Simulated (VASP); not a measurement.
# ErH4 (I4/mmm) in VASP: further runs

The runs below take ErH4 through single point, with PBE.

Program: VASP 6.6.1. These are calculated values, not measurements. Logs are shortened: lines on timing, memory, paths and dates and some standing lists are left out, and cuts for length are marked.

## Step 1: The cell of the first run

The structure is tetragonal, space group I4/mmm (No. 139). Conventional cell: a = 3.803 Å, b = 3.803 Å, c = 7.190 Å, α = 90.00°, β = 90.00°, γ = 90.00°. Er (site symmetry 4/mmm) has 6 H at 1.76 to 1.90 Å within 2.3 Å. Within 2.3 Å of H (site symmetry 4mm) lie 1 Er at 1.76 Å. Within 2.7 Å of H (site symmetry mmm) lie 2 Er at 1.90 Å and 12 H at 2.59 to 2.69 Å.

The cell was built from a structure type or drawn by symmetry, and may not be a known phase.

## Step 2: Single point, PBE

INCAR

```
PREC = Accurate ; ENCUT = 500
EDIFF = 1E-6 ; ISMEAR = 0
SIGMA = 0.1 ; LREAL = F
LASPH = T ; NELM = 200
ALGO = Normal ; ISIF = 2
LWAVE = F ; LCHARG = F
GGA = PE ; NBANDS = 14
GGA_COMPAT = F ; LMAXMIX = 6
```

KPOINTS

```
regular mesh
0
Gamma
  6 6 6
```

POSCAR

```
ErH4
1.0
   -1.9013981300      1.9013981300      3.5950613900
    1.9013981300     -1.9013981300      3.5950613900
    1.9013981300      1.9013981300     -3.5950613900
Er H
1 4
Direct
    0.0000000000      0.0000000000      0.0000000000
    0.2450000000      0.2450000000      0.0000000000
    0.7550000000      0.7550000000      0.0000000000
    0.5000000000      0.0000000000      0.5000000000
    0.0000000000      0.5000000000      0.5000000000
```

Potentials or basis: VASP PAW PBE potentials, release 64 (Er_3, H), 4f in core.

Launch:

```bash
$ cat potpaw_PBE.64/Er_3/POTCAR potpaw_PBE.64/H/POTCAR > POTCAR
$ mpirun -np 1 vasp_std > vasp.out
```

OUTCAR:

```text
PREC = Accurate
   ENCUT = 500
   EDIFF = 1E-6
   ISMEAR = 0
   LREAL = F
   LASPH = T
   NELM = 200
   ISIF = 2
   GGA = PE

 ion  position               nearest neighbor table
   1  0.000  0.000  0.000-   2 1.76   3 1.76   4 1.90   5 1.90   5 1.90   4 1.90
   2  0.245  0.245  0.000-   1 1.76
   3  0.755  0.755  0.000-   1 1.76
   4  0.500  0.000  0.500-   1 1.90   1 1.90
   5  0.000  0.500  0.500-   1 1.90   1 1.90

  LATTYP: Found a body centered tetragonal cell.
 ALAT       =     3.8027962600
 C/A-ratio  =     1.8907462531

  Lattice vectors:

 A1 = (  -1.9013981300,   1.9013981300,   3.5950613900)
 A2 = (   1.9013981300,  -1.9013981300,   3.5950613900)
 A3 = (   1.9013981300,   1.9013981300,  -3.5950613900)

Analysis of symmetry for initial positions (statically):
=====================================================================
 Subroutine PRICEL returns:
 Original cell was already a primitive cell.

 Routine SETGRP: Setting up the symmetry group for a
 body centered tetragonal supercell.

 Subroutine GETGRP returns: Found 16 space group operations
 (whereof 16 operations were pure point group operations)
 out of a pool of 16 trial point group operations.

The static configuration has the point symmetry D_4h.

Analysis of symmetry for dynamics (positions and initial velocities):
=====================================================================
 Subroutine PRICEL returns:
 Original cell was already a primitive cell.

 Routine SETGRP: Setting up the symmetry group for a
 body centered tetragonal supercell.

 Subroutine GETGRP returns: Found 16 space group operations
 (whereof 16 operations were pure point group operations)
 out of a pool of 16 trial point group operations.

The dynamic configuration has the point symmetry D_4h.

 Subroutine INISYM returns: Found 16 space group operations
 (whereof 16 operations are pure point group operations),
 and found     1 'primitive' translations

----------------------------------------------------------------------------------------

                                     Primitive cell

  volume of cell :      51.9891

  direct lattice vectors                    reciprocal lattice vectors
    -1.901398130  1.901398130  3.595061390     0.000000000  0.262964390  0.139079683
     1.901398130 -1.901398130  3.595061390     0.262964390  0.000000000  0.139079683
     1.901398130  1.901398130 -3.595061390     0.262964390  0.262964390  0.000000000

  length of vectors
     4.489442738  4.489442738  4.489442738     0.297478451  0.297478451  0.371887807

  position of ions in fractional coordinates (direct lattice)
     0.000000000  0.000000000  0.000000000
     0.245000000  0.245000000  0.000000000
     0.755000000  0.755000000  0.000000000
     0.500000000  0.000000000  0.500000000
     0.000000000  0.500000000  0.500000000

  ion indices of the primitive-cell ions
   primitive index   ion index
                 1           1
                 2           2
                 3           3
                 4           4
                 5           5

----------------------------------------------------------------------------------------

 KPOINTS: regular mesh

Automatic generation of k-mesh.
 Grid dimensions read from file:
 generate k-points for:    6    6    6

 Generating k-lattice:

  Cartesian coordinates                     Fractional coordinates (reciprocal lattice)
     0.000000000  0.043827398  0.023179947     0.166666667 -0.000000000  0.000000000
     0.043827398  0.000000000  0.023179947    -0.000000000  0.166666667  0.000000000
     0.043827398  0.043827398  0.000000000     0.000000000  0.000000000  0.166666667

  Length of vectors
     0.049579742  0.049579742  0.061981301

  Shift w.r.t. Gamma in fractional coordinates (k-lattice)
     0.000000000  0.000000000  0.000000000

 Subroutine IBZKPT returns following result:
 ===========================================

 Found     30 irreducible k-points:

 Following reciprocal coordinates:
            Coordinates               Weight
  0.000000  0.000000  0.000000      1.000000
  0.166667 -0.000000  0.000000      8.000000
  0.333333  0.000000  0.000000      8.000000
  0.500000  0.000000  0.000000      4.000000
  0.166667  0.166667  0.000000      8.000000
  0.333333  0.166667  0.000000     16.000000
[... 16 lines left out ...]
 -0.333333 -0.333333  0.166667      8.000000
 -0.166667 -0.333333  0.166667      8.000000
 [... further k-points ...]
   k-points           NKPTS =     30   k-points in BZ     NKDIM =     30   number of bands    NBANDS=     14
   number of dos      NEDOS =    301   number of ions     NIONS =      5
   total plane-waves  NPLWV =  46656
   dimension x,y,z NGX =    36 NGY =   36 NGZ =   36
   dimension x,y,z NGXF=    72 NGYF=   72 NGZF=   72
   ions per type =               1   4
   NGX,Y,Z   is equivalent  to a cutoff of  13.33, 13.33, 13.33 a.u.
   NGXF,Y,Z  is equivalent  to a cutoff of  26.66, 26.66, 26.66 a.u.
 SYSTEM =  unknown system
   PREC   = accura    normal or accurate (medium, high low for compatibility)
   ISTART =      0    job   : 0-new  1-cont  2-samecut
   ICHARG =      2    charge: 1-file 2-atom 10-const
   ISPIN  =      1    spin polarized calculation?
   LNONCOLLINEAR =      F non collinear calculations
   LSORBIT =      F    spin-orbit coupling
   LASPH  =      T    aspherical Exc in radial PAW
   ENCUT  =  500.0 eV  36.75 Ry    6.06 a.u.   8.19  8.19  8.19*2*pi/ulx,y,z
   NELM   =    200;   NELMIN=  2; NELMDL= -5     # of ELM steps
   EDIFF  = 0.1E-05   stopping-criterion for ELM
   LREAL  =      F    real-space projection
   EDIFFG = 0.1E-04   stopping-criterion for IOM
   NSW    =      0    number of steps for IOM
   IBRION =     -1    ionic relax: 0-MD 1-quasi-New 2-CG
   NFREE  =      0    steps in history (QN), initial steepest desc. (CG)
   ISIF   =      2    stress and relaxation
   ISYM   =      2    0-nonsym 1-usesym 2-fastsym
   POTIM  = 0.5000    time-step for ionic-motion
   TEBEG  =    0.0;   TEEND  =   0.0 temperature during run
   PSTRESS=    0.0 pullay stress
   NELECT =      13.0000    total number of electrons
   NUPDOWN=      -1.0000    fix difference up-down
   EMIN   =  10.00;   EMAX   =-10.00  energy-range for DOS
   EFERMI =   0.00;   METHOD = LEGACY
   ISMEAR =     0;   SIGMA  =   0.10  broadening in eV -4-tet -1-fermi 0-gaus
   EFERMI_NEDOS =   21; number of points for ismear=-14 and -15
   IALGO  =     38    algorithm
   IMIX   =      4    mixing-type and parameters
     AMIX     =   0.40;   BMIX     =  1.00
     AMIX_MAG =   1.60;   BMIX_MAG =  1.00
  volume/ion in A,a.u.               =      10.40        70.17
  Fermi-wavevector in a.u.,A,eV,Ry     =   1.031379  1.949025 14.473110  1.063744
  Thomas-Fermi vector in A             =   2.165525
   LORBIT       =      0    0 simple, 1 ext, 2 COOP (PROOUT), +10 PAW based schemes
   GGA     = PE    functional components
   LHFCALC =     F    Hartree Fock is set to
   AEXX    =    0.0000 exact exchange contribution
   IVDW    =     0    specifies the selected vdW correction
   LEPSILON=     F    determine dielectric tensor
   LRPA    =     F    only Hartree local field effects (RPA)
 non-spin polarized calculation
 Gauss-broadening in eV      SIGMA  =   0.10
  energy-cutoff  :      500.00
  volume of cell :       51.99
 maximum number of plane-waves:      1338
 NGX is ok and might be reduce to    36
   NGX = 17   NGY = 17   NGZ = 17

 number of electron      13.0000000 magnetization

 Free energy of the ion-electron system (eV)
  ---------------------------------------------------
  ext. energy  EPLUGINS =         0.00000000
  ---------------------------------------------------
  free energy    TOTEN  =       -15.31178358 eV

  energy without entropy =      -15.30263167  energy(sigma->0) =      -15.30720763

 E-fermi :  -0.2781     XC(G=0):  -8.8688

 val. band max:       -0.3146110906   @ k =  -0.3333   0.3333   0.0000
 cond. band min:      -0.2774286182   @ k =   0.3333   0.1667   0.1667
 fundamental gap:      0.0371824724
 Fermi energy:        -0.2781169106

 k-point     1 :       0.0000    0.0000    0.0000
  band No.  band energies     occupation
      1     -23.4713      2.00000
      2     -23.1209      2.00000
      3     -23.1209      2.00000
      4      -6.6379      2.00000
      5      -3.5015      2.00000
      6      -2.9754      2.00000
      7       1.0907      0.00000
      8       3.7843      0.00000
      9       3.7843      0.00000
     10       5.8113      0.00000
     11       9.2984      0.00000
     12       9.4030      0.00000
     13      11.1348      0.00000
     14      11.1375      0.00000

 k-point     2 :       0.1667   -0.0000    0.0000
  band No.  band energies     occupation
      1     -23.4774      2.00000
      2     -23.1932      2.00000
      3     -23.1190      2.00000
      4      -6.2164      2.00000
      5      -3.3583      2.00000
      6      -2.7875      2.00000
      7       0.6371      0.00000
      8       3.7362      0.00000
      9       3.9874      0.00000
     10       5.2836      0.00000
     11       8.6994      0.00000
     12       9.3019      0.00000
     13      10.5514      0.00000
     14      11.8644      0.00000
[... 343 lines left out ...]
      1     -23.5182      2.00000
      2     -23.1957      2.00000
      3     -23.1951      2.00000
      4      -4.6375      2.00000
      5      -3.4055      2.00000
      6      -3.1886      2.00000
      7      -0.4919      1.99751
      8       4.0074      0.00000
      9       4.3283      0.00000
     10       5.1439      0.00000
     11       8.5531      0.00000
     12       8.5698      0.00000
     13       9.6786      0.00000
     14      12.4094      0.00000

 k-point    24 :      -0.1667   -0.3333    0.1667
  band No.  band energies     occupation
      1     -23.5074      2.00000
      2     -23.1968      2.00000
      3     -23.1230      2.00000
      4      -5.4942      2.00000
      5      -3.5129      2.00000
      6      -3.2635      2.00000
      7       0.3645      0.00000
      8       3.9727      0.00000
      9       4.3927      0.00000
     10       5.4927      0.00000
     11       7.9474      0.00000
     12       9.0572      0.00000
     13      10.4935      0.00000
     14      11.2151      0.00000

 [... further k-points ...]

------------------------ aborting loop because EDIFF is reached ----------------------------------------

  FORCE on cell =-STRESS in cart. coord.  units (eV):
  Direction    XX          YY          ZZ          XY          YZ          ZX
  --------------------------------------------------------------------------------------
  -------------------------------------------------------------------------------------
  Total        4.5381516      4.5381516      8.6974316      0.0000000     -0.0000000     -0.0000000
  in kB      139.8547274    139.8547274    268.0335630      0.0000000     -0.0000000     -0.0000000
  external PRESSURE =     182.5810059 kB  Pullay stress =       0.0000000 kB

 VOLUME and BASIS-vectors are now :
 -----------------------------------------------------------------------------
  energy-cutoff  :      500.00
  volume of cell :       51.99
      direct lattice vectors                 reciprocal lattice vectors
    -1.901398130  1.901398130  3.595061390     0.000000000  0.262964390  0.139079683
     1.901398130 -1.901398130  3.595061390     0.262964390  0.000000000  0.139079683
     1.901398130  1.901398130 -3.595061390     0.262964390  0.262964390  0.000000000

 POSITION                                       TOTAL-FORCE (eV/Angst)
 -----------------------------------------------------------------------------------
      0.00000      0.00000      0.00000        -0.000000     -0.000000      0.000000
      0.00000      0.00000      1.76158         0.000000      0.000000      3.170216
      0.00000      0.00000      5.42854         0.000000      0.000000     -3.170216
      0.00000      1.90140      0.00000        -0.000000     -0.000000     -0.000000
      1.90140      0.00000      0.00000        -0.000000     -0.000000      0.000000
 -----------------------------------------------------------------------------------
    total drift:                               -0.000000      0.000000      0.000000

  FREE ENERGIE OF THE ION-ELECTRON SYSTEM (eV)
  ---------------------------------------------------
  free  energy   TOTEN  =       -15.3117835843 eV

  energy  without entropy=      -15.3026316682  energy(sigma->0) =      -15.30720763
```

It took 17 s on 1 thread of AMD EPYC 9R45 (Zen 5), shared host; peak memory 0.18 GiB.

What came out:

* Free energy: -15.3118 eV
* Pressure: 18.3 GPa
* Largest force: 3.170 eV/Å
* Band gap on the k mesh: zero (an odd number of electrons rules out a gap without spin polarisation)

Forces in eV/Å, atoms in the order of the input:
```
Er   0.000  0.000  0.000
H    0.000  0.000  3.170
H    0.000  0.000 -3.170
H    0.000  0.000  0.000
H    0.000  0.000  0.000
```

Levels at points of the mesh, in eV from the Fermi level:
| k point | band 3 | band 4 | band 5 | band 6 | band 7 | band 8 | band 9 | band 10 |
| --- | --- | --- | --- | --- | --- | --- | --- | --- |
| (0.00, 0.00, 0.00) | -22.84 | -6.36 | -3.22 | -2.70 | 1.37 | 4.06 | 4.06 | 6.09 |
| (0.50, 0.00, 0.00) | -22.84 | -4.18 | -3.06 | -2.27 | 0.95 | 3.50 | 4.16 | 5.49 |
| (0.50, 0.50, 0.00) | -23.10 | -3.29 | -0.94 | -0.25 | -0.23 | 1.51 | 2.36 | 4.70 |
| (0.50, 0.50, 0.50) | -22.85 | -4.72 | -3.49 | -2.57 | -1.39 | 5.86 | 5.86 | 6.34 |

Caveat: the cell stands under pressure; spin-orbit coupling is left out, which moves the levels of the heavy elements; the 4f electrons are frozen in the core, so they carry no moment and show no levels; forces of over 1 eV/Å act on the atoms, so gaps and moduli don't describe the material at rest.

[end of part 1 of 2]
